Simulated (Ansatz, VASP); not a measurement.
## P: VASP beside Ansatz

```
P
1.0
     3.29619    0.00000    0.00000
     0.00000    4.43916    0.00000
     0.00000    0.00000   21.74620
P
8
Direct
  0.50000 0.91750 0.20693
  0.00000 0.58250 0.20693
  0.50000 0.08250 0.30456
  0.00000 0.41750 0.30456
  0.25000 0.83250 0.46459
  0.75000 0.49751 0.46459
  0.25000 0.99751 0.56222
  0.75000 0.33250 0.56222
```

Alike in both runs: task single point; functional PBE; dispersion D3(BJ); k mesh 8 × 6 × 1; occupations gaussian, width 0.05 eV; no spin polarisation.

|  | VASP | Ansatz |
| --- | --- | --- |
| version | VASP 6.6.1 | Ansatz 0.2.0 |
| potentials or method | VASP PAW PBE potentials, release 64 (P), cutoff 520 eV | scalar-relativistic, plane waves, PAW |
| valence electrons in the cell | 40 | 40 |

|  | VASP | Ansatz | Ansatz less VASP |
| --- | --- | --- | --- |
| gap on the k mesh at the Fermi level (eV) | 0.41 | 0.39 | -0.015 |
| least direct gap on the mesh (eV) | 0.41 | 0.39 | -0.015 |
| rms of the force components (eV/Å) | 0.036 | 0.051 | +0.0154 |

Atom by atom the forces differ by 0.031 eV/Å (rms over components).
